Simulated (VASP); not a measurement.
# Ni (Fm-3m) in VASP: further runs, part 2 of 2

VASP 6.6.1. The steps go on from the part before.

**3. Single point, PBE, collinear spin, ferromagnetic start**

File INCAR:

```
SYSTEM = Ni
PREC = Accurate
ENCUT = 520
EDIFF = 1E-7
ISMEAR = 0
SIGMA = 0.1
LREAL = .FALSE.
LASPH = .TRUE.
NELM = 150
ALGO = Normal
ISIF = 2
LWAVE = .FALSE.
LCHARG = .FALSE.
ISPIN = 2
MAGMOM = 2
LORBIT = 11
LMAXMIX = 4
GGA = PE
NBANDS = 15
```

File KPOINTS:

```
regular mesh
0
G
  14 14 14
  0 0 0
```

File POSCAR:

```
Ni
1.0
    0.0000000000      1.7690000000      1.7690000000
    1.7690000000      0.0000000000      1.7690000000
    1.7690000000      1.7690000000      0.0000000000
Ni
1
Direct
    0.0000000000      0.0000000000      0.0000000000
```

Potentials or basis: VASP PAW PBE potentials, release 64 (Ni).

Command:

```bash
cat potpaw_PBE.64/Ni/POTCAR > POTCAR
mpirun -np 1 vasp_std > vasp.out
```

OUTCAR:

```text
SYSTEM = Ni
   PREC = Accurate
   ENCUT = 520
   EDIFF = 1E-7
   ISMEAR = 0
   LREAL = .FALSE.
   LASPH = .TRUE.
   NELM = 150
   ISIF = 2
   ISPIN = 2
   LORBIT = 11
   GGA = PE

 ion  position               nearest neighbor table
   1  0.000  0.000  0.000-

  LATTYP: Found a face centered cubic cell.
 ALAT       =     3.5380000000

  Lattice vectors:

 A1 = (   0.0000000000,   1.7690000000,   1.7690000000)
 A2 = (   1.7690000000,   0.0000000000,   1.7690000000)
 A3 = (   1.7690000000,   1.7690000000,   0.0000000000)

Analysis of symmetry for initial positions (statically):
=====================================================================
 Subroutine PRICEL returns:
 Original cell was already a primitive cell.

 Routine SETGRP: Setting up the symmetry group for a
 face centered cubic supercell.

 Subroutine GETGRP returns: Found 48 space group operations
[... 9 lines left out ...]

 Routine SETGRP: Setting up the symmetry group for a
 face centered cubic supercell.

 Subroutine GETGRP returns: Found 48 space group operations
 (whereof 48 operations were pure point group operations)
 out of a pool of 48 trial point group operations.

The dynamic configuration has the point symmetry O_h .

Analysis of structural, dynamic, and magnetic symmetry:
=====================================================================
 Subroutine PRICEL returns:
 Original cell was already a primitive cell.

 Routine SETGRP: Setting up the symmetry group for a
 face centered cubic supercell.

 Subroutine GETGRP returns: Found 48 space group operations
 (whereof 48 operations were pure point group operations)
 out of a pool of 48 trial point group operations.

The overall configuration has the point symmetry O_h .

 Subroutine INISYM returns: Found 48 space group operations
[... 5 lines left out ...]
                                     Primitive cell

  volume of cell :      11.0717

  direct lattice vectors                    reciprocal lattice vectors
     0.000000000  1.769000000  1.769000000    -0.282645562  0.282645562  0.282645562
     1.769000000  0.000000000  1.769000000     0.282645562 -0.282645562  0.282645562
     1.769000000  1.769000000  0.000000000     0.282645562  0.282645562 -0.282645562

  length of vectors
[... 138 lines left out ...]
  band No.  band energies     occupation
      1       0.2458      1.00000
      2       6.7526      1.00000
      3       6.7526      1.00000
      4       6.7526      1.00000
      5       7.9010      1.00000
      6       7.9010      1.00000
      7      32.7101      0.00000
      8      36.4335      0.00000
      9      36.4335      0.00000
     10      36.4335      0.00000
     11      39.3194      0.00000
     12      39.3194      0.00000
     13      39.3194      0.00000
     14      42.3186      0.00000
[... 403 lines left out ...]
      4       7.2404      1.00000
      5       7.8566      1.00000
      6       8.2203      1.00000
      7      24.4710      0.00000
      8      29.9215      0.00000
      9      30.7225      0.00000
     10      33.2932      0.00000
     11      38.2290      0.00000
     12      42.3358      0.00000
     13      44.2774      0.00000
     14      46.3731      0.00000
     15      50.7294      0.00000

 [... further k-points ...]

 spin component 2

 k-point     1 :       0.0000    0.0000    0.0000
  band No.  band energies     occupation
      1       0.2024      1.00000
      2       7.4848      1.00000
      3       7.4848      1.00000
      4       7.4848      1.00000
      5       8.4662      1.00000
      6       8.4662      1.00000
      7      32.5364      0.00000
      8      36.4098      0.00000
      9      36.4099      0.00000
     10      36.4099      0.00000
     11      39.4068      0.00000
     12      39.4068      0.00000
     13      39.4068      0.00000
     14      42.1926      0.00000
[... 403 lines left out ...]
      4       7.9406      1.00000
      5       8.5127      1.00000
      6       8.8494      0.99997
      7      24.5784      0.00000
      8      29.9937      0.00000
      9      30.6760      0.00000
     10      33.3482      0.00000
     11      38.3358      0.00000
     12      42.2891      0.00000
     13      44.2414      0.00000
     14      46.3715      0.00000
     15      50.8122      0.00000

 [... further k-points ...]
[... 5 lines left out ...]
  --------------------------------------------------------------------------------------
  -------------------------------------------------------------------------------------
  Total       -0.2257576     -0.2257576     -0.2257576     -0.0000000     -0.0000000      0.0000000
  in kB      -32.6692693    -32.6692693    -32.6692693     -0.0000000     -0.0000000      0.0000000
  external PRESSURE =     -32.6692693 kB  Pullay stress =       0.0000000 kB

 VOLUME and BASIS-vectors are now :
 -----------------------------------------------------------------------------
  energy-cutoff  :      520.00
  volume of cell :       11.07
      direct lattice vectors                 reciprocal lattice vectors
     0.000000000  1.769000000  1.769000000    -0.282645562  0.282645562  0.282645562
     1.769000000  0.000000000  1.769000000     0.282645562 -0.282645562  0.282645562
     1.769000000  1.769000000  0.000000000     0.282645562  0.282645562 -0.282645562

 POSITION                                       TOTAL-FORCE (eV/Angst)
 -----------------------------------------------------------------------------------
      0.00000      0.00000      0.00000         0.000000      0.000000      0.000000
 -----------------------------------------------------------------------------------
    total drift:                               -0.000000     -0.000000     -0.000000

  FREE ENERGIE OF THE ION-ELECTRON SYSTEM (eV)
  ---------------------------------------------------
  free  energy   TOTEN  =        -5.4697638608 eV

  energy  without entropy=       -5.4593875732  energy(sigma->0) =       -5.46457572

 total charge

# of ion       s       p       d       tot
------------------------------------------
    1        0.490   0.482   8.308   9.279

 magnetization (x)

# of ion       s       p       d       tot
------------------------------------------
    1       -0.008  -0.026   0.651   0.618
```

OSZICAR:

```text
N       E                     dE             d eps       ncg     rms          rms(c)
DAV:   1     0.340078611513E+02    0.34008E+02   -0.44173E+03  6502   0.913E+02
DAV:   2    -0.486595883768E+01   -0.38874E+02   -0.35915E+02  7066   0.163E+02
DAV:   3    -0.631291540019E+01   -0.14470E+01   -0.14381E+01  7598   0.311E+01
DAV:   4    -0.632237249584E+01   -0.94571E-02   -0.94539E-02  7601   0.235E+00
DAV:   5    -0.632249191713E+01   -0.11942E-03   -0.11942E-03  7867   0.237E-01    0.109E+01
DAV:   6    -0.586036826785E+01    0.46212E+00   -0.13373E+01  9005   0.419E+01    0.647E+00
DAV:   7    -0.548414558959E+01    0.37622E+00   -0.27195E+00  8383   0.162E+01    0.174E+00
DAV:   8    -0.547366723095E+01    0.10478E-01   -0.22240E-02  7358   0.904E-01    0.953E-01
DAV:   9    -0.547069158268E+01    0.29756E-02   -0.16807E-03  9673   0.244E-01    0.335E-01
DAV:  10    -0.546976295465E+01    0.92863E-03   -0.13393E-03  9473   0.218E-01    0.416E-02
DAV:  11    -0.546976300692E+01   -0.52267E-07   -0.20626E-05  7950   0.326E-02    0.268E-02
DAV:  12    -0.546976444784E+01   -0.14409E-05   -0.79890E-06  8982   0.182E-02    0.112E-02
DAV:  13    -0.546976380189E+01    0.64595E-06   -0.17551E-07  7343   0.415E-03    0.393E-03
DAV:  14    -0.546976393668E+01   -0.13478E-06   -0.19850E-07  5633   0.423E-03    0.151E-03
DAV:  15    -0.546976386077E+01    0.75913E-07   -0.30930E-08  5115   0.123E-03
   1 F= -.54697639E+01 E0= -.54645757E+01  d E =-.103763E-01  mag=     0.6036
```

stdout:

```text
POSCAR found type information on POSCAR Ni
 POSCAR found :  1 types and       1 ions
 scaLAPACK will be used
 LDA part: xc-table for (Slater+PW92), standard interpolation
 POSCAR, INCAR and KPOINTS ok, starting setup
 FFT: planning ... GRIDC
 FFT: planning ... GRID_SOFT
 FFT: planning ... GRID
 WAVECAR not read
 entering main loop
```

Run time: 23 s. Hardware: 1 thread of AMD EPYC 9R45 (Zen 5), shared host; peak memory 0.12 GiB.

Results:

```yaml
Free_energy: -5.4698 eV
Pressure: -3.3 GPa
Net_moment: 0.60 μB per cell
Site_moments: Ni +0.62 μB
Valence_electrons_inside_the_program's_atomic_spheres: Ni 9.28
```
